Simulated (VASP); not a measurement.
Runs of VASP 6.6.1 on PbSe. The structure is that of space group Fm-3m (No. 225), or close to it. The cells are those of the table. 

```csv
level,spin,cell,k mesh,smearing,grid for exact exchange (PRECFOCK),share of exact exchange,screening parameter,gap on the mesh (eV),pressure (GPa)
r2SCANh,off,"a = 4.299 Å, angles 60.0°, 2 atoms",4 × 4 × 4,fermi-dirac 0.05 eV,Normal,0.1,-,0.89,2.5
PBEsol-based global hybrid with 25 % exact exchange,off,"a = 4.299 Å, angles 60.0°, 2 atoms",4 × 4 × 4,fermi-dirac 0.05 eV,Normal,0.25,-,1.21,0.2
revPBE+D4,off,"a = 4.337 Å, angles 60.0°, 2 atoms",8 × 8 × 8,fermi-dirac 0.05 eV,-,-,-,0.37,0.0
B3LYP,off,"a = 4.450 Å, angles 60.0°, 2 atoms",4 × 4 × 4,fermi-dirac 0.05 eV,Normal,0.2,-,1.51,0.0
RPBE+D4,"non-collinear, zero start, SOC","a = 4.210 Å, angles 60.0°, 2 atoms",8 × 8 × 8,fermi-dirac 0.01 eV,-,-,-,-,(b)
r2SCANh,off,"a = 4.413 Å, angles 60.0°, 2 atoms",4 × 4 × 4,fermi-dirac 0.05 eV,Normal,0.1,-,1.16,-1.7
PBE-based screened hybrid with 25 % exact exchange,off,"a = 4.328 Å, angles 60.0°, 2 atoms",4 × 4 × 4,fermi-dirac 0.05 eV,Normal,0.25,0.3 1/Å,0.59,(a)
PBE0,off,"a = 4.357 Å, angles 60.0°, 2 atoms",4 × 4 × 4,fermi-dirac 0.05 eV,Normal,0.25,-,1.44,0.1
```

Alike in all rows: task single point; potentials or basis VASP PAW PBE potentials, release 64 (Pb_d, Se); cutoff (eV) 520.

Estimate the missing entries.

(a) 1.3; (b) 4.9.

Caveats: some runs use coarse meshes; the PAW data sets were made with another functional, which shifts forces and pressure a little; spin-orbit coupling is left out, which moves the levels of the heavy elements (at least some runs); the cell stands under pressure (at least some runs).

A k mesh can miss the band edges, and rows without SOC leave out spin-orbit coupling on Pb, Se.
